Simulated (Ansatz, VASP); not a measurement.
**CdSe: VASP beside Ansatz**

INCAR

```
PREC     = Accurate       # precision mode
ENCUT    = 500            # plane-wave cutoff, eV
EDIFF    = 1E-6           # SCF threshold, eV
ISMEAR   = 0              # smearing method
SIGMA    = 0.02           # smearing width, eV
LREAL    = F              # projectors in reciprocal space
LASPH    = T              # aspherical terms in the spheres
NELM     = 120            # most SCF steps
ALGO     = Normal         # electronic algorithm
ISIF     = 2              # what is computed and relaxed
LWAVE    = F              # write WAVECAR
LCHARG   = F              # write CHGCAR
GGA      = PS             # functional
NBANDS   = 16             # bands
GGA_COMPAT= F
```

KPOINTS

```
regular mesh
0
Gamma
  4 4 4
```

POSCAR

```
CdSe
1.0
    0.0000000000      3.0410661765      3.0410661765
    3.0410661765      0.0000000000      3.0410661765
    3.0410661765      3.0410661765      0.0000000000
Cd Se
1 1
Direct
    0.0000000000      0.0000000000      0.0000000000
    0.2500000000      0.2500000000      0.2500000000
```

Input for Ansatz:

```yaml
crystal:
  lattice:
    - [0.0, 3.0410661765, 3.0410661765]
    - [3.0410661765, 0.0, 3.0410661765]
    - [3.0410661765, 3.0410661765, 0.0]
  atoms:
    - { symbol: Cd, position: [0.0, 0.0, 0.0] }
    - { symbol: Se, position: [0.25, 0.25, 0.25] }
basis:
  ecutwfc: 420
kpoints:
  mp_grid: { grid: [4, 4, 4] }
hamiltonian:
  xc: pbesol
  pseudopotentials: { kind: paw, azcp: { folder: soft_1 } }
scf:
  occupations: { method: gaussian, width: 0.02 }
output:
  forces: true
  stress: true
  eigenvalues: true
```

Alike in both runs: task single point; functional PBEsol; k mesh 4 × 4 × 4; occupations gaussian, width 0.02 eV; no spin polarisation.

|  | VASP | Ansatz |
| --- | --- | --- |
| version | VASP 6.6.1 | Ansatz 0.2.0 |
| potentials or method | VASP PAW PBE potentials, release 64 (Cd, Se), cutoff 500 eV | scalar-relativistic, plane waves, PAW |
| valence electrons in the cell | 18 | 36 |

|  | VASP | Ansatz | Ansatz less VASP |
| --- | --- | --- | --- |
| gap on the k mesh at the Fermi level (eV) | 0.47 | 0.46 | -0.003 |
| least direct gap on the mesh (eV) | 0.47 | 0.46 | -0.003 |
| pressure (GPa) | 0.5 | 0.2 | -0.33 |

VASP's potentials were made for PBE, not for PBEsol, and Ansatz warns of the same on its side. With one functional, cell and mesh, what is left measures potentials, basis and numerics. VASP's potentials hold 18 valence electrons a cell and Ansatz's 36, so a difference there can come from the potentials and not from the codes.

The k mesh is coarse, so the values compare programs but aren't converged.
